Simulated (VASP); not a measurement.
Wanted: the native input for a VASP 6.6.1 run.

| Item | Value |
| --- | --- |
| Task | single point |
| Functional | PBE |
| Potentials or basis | VASP PAW PBE potentials, release 64 (B, O) |
| Cutoff | 520 eV |
| k mesh | 6 × 6 × 4 |
| Occupations | gaussian, width 0.2 eV |
| Spin | no spin polarisation |
| Dipole correction | no |
| Further INCAR settings | ALGO = Normal; EDIFF = 1e-06; NBANDS = 33 |

The structure of B5O lies in POSCAR:

```
B5O
1.0
    4.0458208387      0.0000000000      0.0000000000
   -2.0229104193      3.5037836255      0.0000000000
    0.0000000000      0.0000000000      5.8229389919
B O
10 2
Direct
    0.6666666667      0.3333333333      0.0000000000
    0.6666666667      0.3333333333      0.5000000000
    0.3333333333      0.6666666667      0.5000000000
    0.3333333333      0.6666666667      0.0000000000
    0.5000000000      0.5000000000      0.2500000000
    0.5000000000      0.5000000000      0.7500000000
    0.0000000000      0.5000000000      0.2500000000
    0.0000000000      0.5000000000      0.7500000000
    0.5000000000      0.0000000000      0.2500000000
    0.5000000000      0.0000000000      0.7500000000
    0.0000000000      0.0000000000      0.5000000000
    0.0000000000      0.0000000000      1.0000000000
```

One way to write it, as run:

INCAR

```
SYSTEM = B5O
ALGO     = Normal         ! electronic algorithm
EDIFF    = 1E-6           ! SCF threshold, eV
ENCUT    = 520            ! plane-wave cutoff, eV
GGA      = PE             ! functional
ISIF     = 2              ! what is computed and relaxed
ISMEAR   = 0              ! smearing method
LASPH    = .TRUE.         ! aspherical terms in the spheres
LCHARG   = .TRUE.         ! write CHGCAR
LELF     = .TRUE.         ! ELF
LREAL    = .FALSE.        ! projectors in reciprocal space
LVHAR    = .TRUE.       
LWAVE    = .FALSE.        ! write WAVECAR
NBANDS   = 33             ! bands
NELM     = 100            ! most SCF steps
PREC     = Accurate       ! precision mode
SIGMA    = 0.2            ! smearing width, eV
```

KPOINTS

```
k-points
0
G
  6 6 4
  0 0 0
```

Potentials or basis: VASP PAW PBE potentials, release 64 (B, O).

The run is started by

```bash
$ cat potpaw_PBE.64/B/POTCAR potpaw_PBE.64/O/POTCAR > POTCAR
$ mpirun -np 1 vasp_std > vasp.out
```

It gave:

```yaml
Pressure: 0.0 GPa
Band_gap_on_the_k_mesh: zero (band 21 reaches 7.41 eV, above the bottom of band 22 at 6.31 eV)
```

It took 66 s on 1 thread of Intel(R) Xeon(R) Platinum 8488C (Sapphire Rapids), on a shared host, peak memory 0.2 GiB.
